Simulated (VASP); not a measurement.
# Nb (P6_3/mmc) in VASP: notebook

Runs on Nb. Level: LDA. Tasks: single point.

Program: VASP 6.6.1. These are calculated values, not measurements. Logs are shortened: lines on timing, memory, paths and dates and some standing lists are left out, and cuts for length are marked.

### Step 1. The cell of the first run

Symmetry: P6_3/mmc, No. 194, hexagonal system. Conventional cell: a = 2.767 Å, b = 2.767 Å, c = 5.055 Å, α = 90.00°, β = 90.00°, γ = 120.00°. Nb (site symmetry -6m2) has 12 Nb at 2.77 to 2.99 Å within 3.6 Å.

### Step 2. Single point, LDA

Contents of INCAR:

```
SYSTEM = Nb
PREC = Accurate
ENCUT = 520
EDIFF = 1E-6
ISMEAR = -1
SIGMA = 0.05
LREAL = .False.
LASPH = .True.
NELM = 100
ALGO = Normal
ISIF = 2
LWAVE = .False.
LCHARG = .False.
GGA = CA
NBANDS = 20
```

Contents of KPOINTS:

```
Automatic mesh
0
Gamma
  15 15 8
  0 0 0
```

Contents of POSCAR:

```
Nb
1.0
    2.7668760151      0.0000000001      0.0000000000
   -1.3834380076      2.3961849182      0.0000000000
    0.0000000000      0.0000000000      5.0545936420
Nb
2
Direct
    0.3333333333      0.6666666667      0.2500000000
    0.6666666667      0.3333333333      0.7500000000
```

Potentials or basis: VASP PAW LDA potentials, release 64 (Nb_sv).

Launch:

```
$ cat potpaw_LDA.64/Nb_sv/POTCAR > POTCAR
$ mpirun -np 1 vasp_std > vasp.out
```

OUTCAR:

```text
SYSTEM = Nb
   PREC = Accurate
   ENCUT = 520
   EDIFF = 1E-6
   ISMEAR = -1
   LREAL = .False.
   LASPH = .True.
   NELM = 100
   ISIF = 2
   GGA = CA

 ion  position               nearest neighbor table
   1  0.333  0.667  0.250-   2 2.99   2 2.99   2 2.99   2 2.99   2 2.99   2 2.99
   2  0.667  0.333  0.750-   1 2.99   1 2.99   1 2.99   1 2.99   1 2.99   1 2.99

  LATTYP: Found a hexagonal cell.
 ALAT       =     2.7668760151
 C/A-ratio  =     1.8268233251

  Lattice vectors:

 A1 = (   2.7668760151,   0.0000000001,   0.0000000000)
 A2 = (  -1.3834380076,   2.3961849182,   0.0000000000)
 A3 = (   0.0000000000,   0.0000000000,   5.0545936420)

Analysis of symmetry for initial positions (statically):
=====================================================================
 Subroutine PRICEL returns:
 Original cell was already a primitive cell.

 Routine SETGRP: Setting up the symmetry group for a
 hexagonal supercell.

 Subroutine GETGRP returns: Found 24 space group operations
 (whereof 12 operations were pure point group operations)
 out of a pool of 24 trial point group operations.

The static configuration has the point symmetry D_3d.
 The point group associated with its full space group is D_6h.

Analysis of symmetry for dynamics (positions and initial velocities):
=====================================================================
 Subroutine PRICEL returns:
 Original cell was already a primitive cell.

 Routine SETGRP: Setting up the symmetry group for a
 hexagonal supercell.

 Subroutine GETGRP returns: Found 24 space group operations
 (whereof 12 operations were pure point group operations)
 out of a pool of 24 trial point group operations.

The dynamic configuration has the point symmetry D_3d.
 The point group associated with its full space group is D_6h.

 Subroutine INISYM returns: Found 24 space group operations
 (whereof 12 operations are pure point group operations),
 and found     1 'primitive' translations

----------------------------------------------------------------------------------------

                                     Primitive cell

  volume of cell :      33.5117

  direct lattice vectors                    reciprocal lattice vectors
     2.766876015  0.000000000  0.000000000     0.361418435  0.208665031  0.000000000
    -1.383438008  2.396184918  0.000000000    -0.000000000  0.417330062  0.000000000
     0.000000000  0.000000000  5.054593642     0.000000000  0.000000000  0.197839841

  length of vectors
     2.766876015  2.766876015  5.054593642     0.417330062  0.417330062  0.197839841

  position of ions in fractional coordinates (direct lattice)
     0.333333333  0.666666667  0.250000000
     0.666666667  0.333333333  0.750000000

  ion indices of the primitive-cell ions
   primitive index   ion index
                 1           1
                 2           2

----------------------------------------------------------------------------------------

 KPOINTS: Automatic mesh

Automatic generation of k-mesh.
 Grid dimensions read from file:
 generate k-points for:   15   15    8

 Generating k-lattice:

  Cartesian coordinates                     Fractional coordinates (reciprocal lattice)
     0.024094562  0.013911002  0.000000000     0.066666667  0.000000000  0.000000000
    -0.000000000  0.027822004  0.000000000     0.000000000  0.066666667  0.000000000
     0.000000000  0.000000000  0.024729980     0.000000000  0.000000000  0.125000000

  Length of vectors
     0.027822004  0.027822004  0.024729980

  Shift w.r.t. Gamma in fractional coordinates (k-lattice)
     0.000000000  0.000000000  0.000000000

 Subroutine IBZKPT returns following result:
 ===========================================

 Found    135 irreducible k-points:

 Following reciprocal coordinates:
            Coordinates               Weight
  0.000000  0.000000  0.000000      1.000000
  0.066667  0.000000  0.000000      6.000000
  0.133333  0.000000  0.000000      6.000000
  0.200000  0.000000  0.000000      6.000000
  0.266667  0.000000  0.000000      6.000000
  0.333333  0.000000  0.000000      6.000000
[... 16 lines left out ...]
  0.333333  0.200000  0.000000     12.000000
  0.400000  0.200000  0.000000      6.000000
 [... further k-points ...]
   k-points           NKPTS =    135   k-points in BZ     NKDIM =    135   number of bands    NBANDS=     20
   number of dos      NEDOS =    301   number of ions     NIONS =      2
   total plane-waves  NPLWV =  23040
   dimension x,y,z NGX =    24 NGY =   24 NGZ =   40
   dimension x,y,z NGXF=    48 NGYF=   48 NGZF=   80
   ions per type =               2
   NGX,Y,Z   is equivalent  to a cutoff of  14.42, 14.42, 13.16 a.u.
   NGXF,Y,Z  is equivalent  to a cutoff of  28.84, 28.84, 26.31 a.u.
 SYSTEM =  Nb
   PREC   = accura    normal or accurate (medium, high low for compatibility)
   ISTART =      0    job   : 0-new  1-cont  2-samecut
   ICHARG =      2    charge: 1-file 2-atom 10-const
   ISPIN  =      1    spin polarized calculation?
   LNONCOLLINEAR =      F non collinear calculations
   LSORBIT =      F    spin-orbit coupling
   LASPH  =      T    aspherical Exc in radial PAW
   ENCUT  =  520.0 eV  38.22 Ry    6.18 a.u.   5.14  5.14  9.40*2*pi/ulx,y,z
   NELM   =    100;   NELMIN=  2; NELMDL= -5     # of ELM steps
   EDIFF  = 0.1E-05   stopping-criterion for ELM
   LREAL  =      F    real-space projection
   EDIFFG = 0.1E-04   stopping-criterion for IOM
   NSW    =      0    number of steps for IOM
   IBRION =     -1    ionic relax: 0-MD 1-quasi-New 2-CG
   NFREE  =      0    steps in history (QN), initial steepest desc. (CG)
   ISIF   =      2    stress and relaxation
   ISYM   =      2    0-nonsym 1-usesym 2-fastsym
   POTIM  = 0.5000    time-step for ionic-motion
   TEBEG  =    0.0;   TEEND  =   0.0 temperature during run
   PSTRESS=    0.0 pullay stress
   NELECT =      26.0000    total number of electrons
   NUPDOWN=      -1.0000    fix difference up-down
   EMIN   =  10.00;   EMAX   =-10.00  energy-range for DOS
   EFERMI =   0.00;   METHOD = LEGACY
   ISMEAR =    -1;   SIGMA  =   0.05  broadening in eV -4-tet -1-fermi 0-gaus
   EFERMI_NEDOS =   21; number of points for ismear=-14 and -15
   IALGO  =     38    algorithm
   IMIX   =      4    mixing-type and parameters
     AMIX     =   0.40;   BMIX     =  1.00
     AMIX_MAG =   1.60;   BMIX_MAG =  1.00
  volume/ion in A,a.u.               =      16.76       113.07
  Fermi-wavevector in a.u.,A,eV,Ry     =   1.504298  2.842711 30.788790  2.262912
  Thomas-Fermi vector in A             =   2.615296
   LORBIT       =      0    0 simple, 1 ext, 2 COOP (PROOUT), +10 PAW based schemes
   GGA     = CA    functional components
   LHFCALC =     F    Hartree Fock is set to
   AEXX    =    0.0000 exact exchange contribution
   IVDW    =     0    specifies the selected vdW correction
   LEPSILON=     F    determine dielectric tensor
   LRPA    =     F    only Hartree local field effects (RPA)
 non-spin polarized calculation
  energy-cutoff  :      520.00
  volume of cell :       33.51
 maximum number of plane-waves:       918
 NGX is ok and might be reduce to    24

 number of electron      26.0000001 magnetization

 Free energy of the ion-electron system (eV)
  ---------------------------------------------------
  ext. energy  EPLUGINS =         0.00000000
  ---------------------------------------------------
  free energy    TOTEN  =       -21.83175229 eV

  energy without entropy =      -21.81145616  energy(sigma->0) =      -21.82160423

 E-fermi :  12.4163     XC(G=0): -13.0745

 val. band max:       12.3656665878   @ k =   0.2000   0.0000   0.3750
 cond. band min:      12.4200908203   @ k =   0.4000   0.1333   0.0000
 fundamental gap:      0.0544242325
 Fermi energy:        12.4163276267

 k-point     1 :       0.0000    0.0000    0.0000
  band No.  band energies     occupation
      1     -41.9519      2.00000
      2     -41.7524      2.00000
      3     -18.7911      2.00000
      4     -17.4571      2.00000
      5     -17.1834      2.00000
      6     -17.1834      2.00000
[... 12 lines left out ...]
     19      17.2147      0.00000
     20      17.2147      0.00000

 k-point     2 :       0.0667    0.0000    0.0000
  band No.  band energies     occupation
      1     -41.9370      2.00000
      2     -41.7411      2.00000
      3     -18.7664      2.00000
      4     -17.4577      2.00000
      5     -17.2673      2.00000
      6     -17.2054      2.00000
[... 12 lines left out ...]
     19      17.2784      0.00000
     20      17.7300      0.00000

 k-point     3 :       0.1333    0.0000    0.0000
  band No.  band energies     occupation
      1     -41.8942      2.00000
      2     -41.7092      2.00000
      3     -18.6946      2.00000
      4     -17.5018      2.00000
      5     -17.4608      2.00000
      6     -17.3852      2.00000
[... 12 lines left out ...]
     19      17.4000      0.00000
     20      18.8101      0.00000

 k-point     4 :       0.2000    0.0000    0.0000
  band No.  band energies     occupation
      1     -41.8297      2.00000
      2     -41.6625      2.00000
      3     -18.5833      2.00000
      4     -17.8405      2.00000
      5     -17.7159      2.00000
      6     -17.4702      2.00000
[... 12 lines left out ...]
     19      17.4888      0.00000
     20      20.0337      0.00000

 k-point     5 :       0.2667    0.0000    0.0000
  band No.  band energies     occupation
      1     -41.7533      2.00000
      2     -41.6096      2.00000
      3     -18.4442      2.00000
      4     -18.2193      2.00000
      5     -18.0793      2.00000
      6     -17.4909      2.00000
[... 12 lines left out ...]
     19      17.5188      0.00000
     20      21.2182      0.00000

 k-point     6 :       0.3333    0.0000    0.0000
  band No.  band energies     occupation
      1     -41.6768      2.00000
      2     -41.5608      2.00000
      3     -18.5712      2.00000
      4     -18.4132      2.00000
      5     -18.2936      2.00000
      6     -17.5376      2.00000
[... 12 lines left out ...]
     19      17.5054      0.00000
     20      22.1906      0.00000

 k-point     7 :       0.4000    0.0000    0.0000
  band No.  band energies     occupation
      1     -41.6132      2.00000
      2     -41.5253      2.00000
      3     -18.8396      2.00000
      4     -18.6664      2.00000
      5     -18.1537      2.00000
      6     -17.6058      2.00000
[... 12 lines left out ...]
     19      18.0060      0.00000
     20      21.8473      0.00000
[... 277 lines left out ...]
 k-point    20 :       0.4000    0.1333    0.0000
  band No.  band energies     occupation
      1     -41.5574      2.00000
      2     -41.5007      2.00000
      3     -18.8939      2.00000
      4     -18.7179      2.00000
      5     -18.0135      2.00000
      6     -17.8365      2.00000
[... 12 lines left out ...]
     19      20.5062      0.00000
     20      22.3675      0.00000

 k-point    21 :       0.2000    0.2000    0.0000
  band No.  band energies     occupation
      1     -41.6582      2.00000
      2     -41.5493      2.00000
      3     -18.4383      2.00000
      4     -18.4043      2.00000
      5     -18.2562      2.00000
      6     -17.6968      2.00000
[... 12 lines left out ...]
     19      18.2273      0.00000
     20      22.6956      0.00000

 k-point    22 :       0.2667    0.2000    0.0000
  band No.  band energies     occupation
      1     -41.5975      2.00000
      2     -41.5166      2.00000
      3     -18.6284      2.00000
      4     -18.5345      2.00000
      5     -18.1201      2.00000
      6     -17.8647      2.00000
[... 12 lines left out ...]
     19      19.6526      0.00000
     20      23.4617      0.00000

 k-point    23 :       0.3333    0.2000    0.0000
  band No.  band energies     occupation
      1     -41.5521      2.00000
      2     -41.4981      2.00000
      3     -18.7553      2.00000
      4     -18.6045      2.00000
      5     -18.0011      2.00000
      6     -17.9967      2.00000
[... 12 lines left out ...]
     19      20.7187      0.00000
     20      22.8057      0.00000

 k-point    24 :       0.4000    0.2000    0.0000
  band No.  band energies     occupation
      1     -41.5338      2.00000
      2     -41.4937      2.00000
      3     -18.7995      2.00000
      4     -18.6257      2.00000
      5     -18.0474      2.00000
      6     -17.9449      2.00000
[... 12 lines left out ...]
     19      21.0924      0.00000
     20      22.3330      0.00000

 [... further k-points ...]

------------------------ aborting loop because EDIFF is reached ----------------------------------------

  FORCE on cell =-STRESS in cart. coord.  units (eV):
  Direction    XX          YY          ZZ          XY          YZ          ZX
  --------------------------------------------------------------------------------------
  -------------------------------------------------------------------------------------
  Total        2.1034307      2.1034307      2.1049868      0.0000000      0.0000000      0.0000000
  in kB      100.5639958    100.5639958    100.6383924      0.0000000      0.0000000      0.0000000
  external PRESSURE =     100.5887946 kB  Pullay stress =       0.0000000 kB

 VOLUME and BASIS-vectors are now :
 -----------------------------------------------------------------------------
  energy-cutoff  :      520.00
  volume of cell :       33.51
      direct lattice vectors                 reciprocal lattice vectors
     2.766876015  0.000000000  0.000000000     0.361418435  0.208665031  0.000000000
    -1.383438008  2.396184918  0.000000000    -0.000000000  0.417330062  0.000000000
     0.000000000  0.000000000  5.054593642     0.000000000  0.000000000  0.197839841

 POSITION                                       TOTAL-FORCE (eV/Angst)
 -----------------------------------------------------------------------------------
     -0.00000      1.59746      1.26365         0.000000     -0.000000      0.000000
      1.38344      0.79873      3.79095        -0.000000      0.000000      0.000000
 -----------------------------------------------------------------------------------
    total drift:                               -0.000000      0.000000     -0.000000

  FREE ENERGIE OF THE ION-ELECTRON SYSTEM (eV)
  ---------------------------------------------------
  free  energy   TOTEN  =       -21.8317522915 eV

  energy  without entropy=      -21.8114561601  energy(sigma->0) =      -21.82160423
```

Wall time 3.1 min (1 thread of AMD EPYC, shared host); peak memory 0.16 GiB.

What came out:

- Free energy: -21.8318 eV
- Pressure: 10.1 GPa
- Band gap on the k mesh: zero (band 13 reaches 14.80 eV, above the bottom of band 14 at 11.57 eV)

Levels at points of the mesh, in eV from the Fermi level:
| k point | band 10 | band 11 | band 12 | band 13 | band 14 | band 15 | band 16 | band 17 |
| --- | --- | --- | --- | --- | --- | --- | --- | --- |
| (0.00, 0.00, 0.00) | -4.20 | -1.21 | 0.25 | 0.25 | 0.76 | 0.76 | 0.87 | 2.82 |
| (0.00, 0.00, 0.50) | -4.69 | -1.38 | -1.38 | 0.32 | 0.32 | 0.32 | 0.32 | 4.10 |

### Step 3. Single point, LDA

Contents of INCAR:

```
ALGO = Normal ; EDIFF = 1E-6
ENCUT = 520 ; ISIF = 2
ISMEAR = -1 ; LASPH = T
LCHARG = F ; LREAL = F
LWAVE = F ; NBANDS = 20
NELM = 60 ; PREC = Accurate
SIGMA = 0.05
```

Contents of KPOINTS:

```
k-points
0
Gamma
  15 15 8
```

POSCAR is that of step 2.

Potentials or basis: VASP PAW LDA potentials, release 64 (Nb_sv).

Launch:

```
$ cat potpaw_LDA.64/Nb_sv/POTCAR > POTCAR
$ mpirun -np 1 vasp_std > vasp.out
```

Wall time 2.8 min (1 thread of AMD EPYC, shared host); peak memory 0.16 GiB.

The run converged. Its results:

| Quantity | Value |
| --- | --- |
| Free energy | -21.8318 eV |
| Pressure | 10.1 GPa |
| Band gap on the k mesh | zero (band 13 reaches 14.80 eV, above the bottom of band 14 at 11.57 eV) |

Levels at points of the mesh, in eV from the Fermi level:
| k point | band 9 | band 10 | band 11 | band 12 | band 13 | band 14 | band 15 | band 16 | band 17 | band 18 |
| --- | --- | --- | --- | --- | --- | --- | --- | --- | --- | --- |
| (0.00, 0.00, 0.00) | -6.40 | -4.20 | -1.21 | 0.25 | 0.25 | 0.76 | 0.76 | 0.87 | 2.82 | 2.82 |
| (0.00, 0.00, 0.50) | -4.69 | -4.69 | -1.38 | -1.38 | 0.32 | 0.32 | 0.32 | 0.32 | 4.10 | 4.10 |

### Step 4. Single point, LDA

Contents of INCAR:

```
PREC     = Accurate       # precision mode
ENCUT    = 520            # plane-wave cutoff, eV
EDIFF    = 1E-6           # SCF threshold, eV
ISMEAR   = -1             # smearing method
SIGMA    = 0.05           # smearing width, eV
LREAL    = F              # projectors in reciprocal space
LASPH    = T              # aspherical terms in the spheres
NELM     = 100            # most SCF steps
ALGO     = Normal         # electronic algorithm
ISIF     = 2              # what is computed and relaxed
LWAVE    = F              # write WAVECAR
LCHARG   = F              # write CHGCAR
GGA      = CA             # functional
NBANDS   = 20             # bands
```

Contents of KPOINTS:

```
Automatic mesh
0
Gamma
  15 15 8
```

POSCAR is that of step 3.

Launch:

```
$ cat potpaw_LDA.64/Nb_sv/POTCAR > POTCAR
$ mpirun -np 1 vasp_std > vasp.out
```

It took 2.8 min on 1 thread of AMD EPYC, shared host; peak memory 0.16 GiB.

Results (log left out):

```yaml
Free_energy: -21.8318 eV
Pressure: 10.1 GPa
Band_gap_on_the_k_mesh: zero (band 13 reaches 14.80 eV, above the bottom of band 14 at 11.57 eV)
```

Levels at points of the mesh, in eV from the Fermi level:
```csv
k point,band 9,band 10,band 11,band 12,band 13,band 14,band 15,band 16,band 17,band 18
"(0.00, 0.00, 0.00)",-6.40,-4.20,-1.21,0.25,0.25,0.76,0.76,0.87,2.82,2.82
"(0.00, 0.00, 0.50)",-4.69,-4.69,-1.38,-1.38,0.32,0.32,0.32,0.32,4.10,4.10
```

### Step 5. Single point, LDA

This run uses another cell than the first one, of 17.64 Å³/atom, 1.053 times its volume.

Contents of INCAR:

```
ALGO = Normal
EDIFF = 1E-7
ENCUT = 520
GGA = CA
ISIF = 2
ISMEAR = -1
LASPH = T
LCHARG = T
LELF = T
LREAL = F
LVHAR = T
LWAVE = F
NBANDS = 20
NELM = 80
PREC = Accurate
SIGMA = 0.05
```

Contents of KPOINTS:

```
k-points
0
Gamma
  15 15 8
```

Contents of POSCAR:

```
Nb
1.0
    2.8108293873      0.0000000000      0.0000000000
   -1.4054146937      2.4342496551      0.0000000000
    0.0000000000      0.0000000000      5.1555270269
Nb
2
Direct
    0.3333333333      0.6666666667      0.2500000000
    0.6666666667      0.3333333333      0.7500000000
```

Launch:

```
$ cat potpaw_LDA.64/Nb_sv/POTCAR > POTCAR
$ mpirun -np 1 vasp_std > vasp.out
```

Wall time 3.2 min (1 thread of AMD EPYC, shared host); peak memory 0.16 GiB.

It converged, with:

- Free energy: -21.8856 eV
- Pressure: -0.1 GPa
- Band gap on the k mesh: zero (band 13 reaches 13.91 eV, above the bottom of band 14 at 10.88 eV)

Levels at points of the mesh, in eV from the Fermi level:
```csv
k point,band 10,band 11,band 12,band 13,band 14,band 15,band 16,band 17
"(0.00, 0.00, 0.00)",-4.05,-1.13,0.29,0.29,0.65,0.76,0.76,2.72
"(0.00, 0.00, 0.50)",-4.66,-1.33,-1.33,0.36,0.36,0.36,0.36,3.89
```

### Step 6. Single point, LDA

This run uses another cell than the first one, of 17.64 Å³/atom, 1.053 times its volume.

Contents of INCAR:

```
SYSTEM = Nb
PREC = Accurate ; ENCUT = 520
EDIFF = 1E-6 ; ISMEAR = -1
SIGMA = 0.05 ; LREAL = .False.
LASPH = .True. ; NELM = 80
ALGO = Normal ; ISIF = 2
LWAVE = .False. ; LCHARG = .False.
NBANDS = 20
```

Contents of KPOINTS:

```
regular mesh
0
Gamma
  15 15 8
  0 0 0
```

POSCAR is that of step 5.

Potentials or basis: VASP PAW LDA potentials, release 64 (Nb_sv).

Launch:

```
$ cat potpaw_LDA.64/Nb_sv/POTCAR > POTCAR
$ mpirun -np 1 vasp_std > vasp.out
```

Wall time 2.8 min (1 thread of AMD EPYC, shared host); peak memory 0.16 GiB.

Results (log left out):

```
Free energy            : -21.8856 eV
Pressure               : -0.1 GPa
Band gap on the k mesh : zero (band 13 reaches 13.91 eV, above the bottom of band 14 at 10.88 eV)
```

Levels at points of the mesh, in eV from the Fermi level:
```tsv
k point	band 9	band 10	band 11	band 12	band 13	band 14	band 15	band 16	band 17	band 18
(0.00, 0.00, 0.00)	-6.30	-4.05	-1.13	0.29	0.29	0.65	0.76	0.76	2.72	2.72
(0.00, 0.00, 0.50)	-4.66	-4.66	-1.33	-1.33	0.36	0.36	0.36	0.36	3.89	3.89
```
